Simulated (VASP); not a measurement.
Wanted: the native input for a VASP 6.6.1 run.

| Quantity | Value |
| --- | --- |
| Task | single point |
| Functional | PBE |
| Potentials or basis | VASP PAW PBE potentials, release 64 (Na_pv, Ta_pv, O) |
| Cutoff | 600 eV |
| k mesh | 6 × 6 × 2 |
| Occupations | gaussian, width 0.2 eV |
| Spin | no spin polarisation |
| Dipole correction | no |
| Further INCAR settings | ALGO = Normal; EDIFF = 1e-06; NBANDS = 33 |

The structure of NaTaO lies in POSCAR:

```
NaTaO
1.0
    3.0303162518      0.0000000000      0.0000000000
   -1.5151581259      2.6243308556      0.0000000000
    0.0000000000      0.0000000000     11.3521520342
Na Ta O
2 2 2
Direct
    0.6666666667      0.3333333333      0.3640695750
    0.3333333333      0.6666666667      0.6359304250
    0.3333333333      0.6666666667      0.1065416157
    0.6666666667      0.3333333333      0.8934583843
    0.0000000000      0.0000000000      0.2193588319
    0.0000000000      0.0000000000      0.7806411681
```

One way to write it, as run:

INCAR

```
ALGO = Normal
EDIFF = 1E-6
ENCUT = 600
GGA = PE
GGA_COMPAT = False
ISIF = 2
ISMEAR = 0
LASPH = True
LCHARG = False
LREAL = False
LWAVE = False
NBANDS = 33
NELM = 120
PREC = Accurate
SIGMA = 0.2
```

KPOINTS

```
k-points
0
Gamma
  6 6 2
```

Potentials or basis: VASP PAW PBE potentials, release 64 (Na_pv, Ta_pv, O).

Launch:

```bash
$ cat potpaw_PBE.64/Na_pv/POTCAR potpaw_PBE.64/Ta_pv/POTCAR potpaw_PBE.64/O/POTCAR > POTCAR
$ mpirun -np 1 vasp_std > vasp.out
```

Results of the run:

* Pressure: 0.3 GPa
* Largest force: 0.036 eV/Å
* Band gap on the k mesh: zero (band 24 reaches 6.26 eV, above the bottom of band 25 at 4.46 eV)

Caveat: the k points lie up to 0.40 Å⁻¹ apart; spin-orbit coupling is left out, which moves the levels of the heavy elements.

Wall time 42 s on 1 thread of Intel Xeon 6975P-C (shared host), peak memory 0.24 GiB.
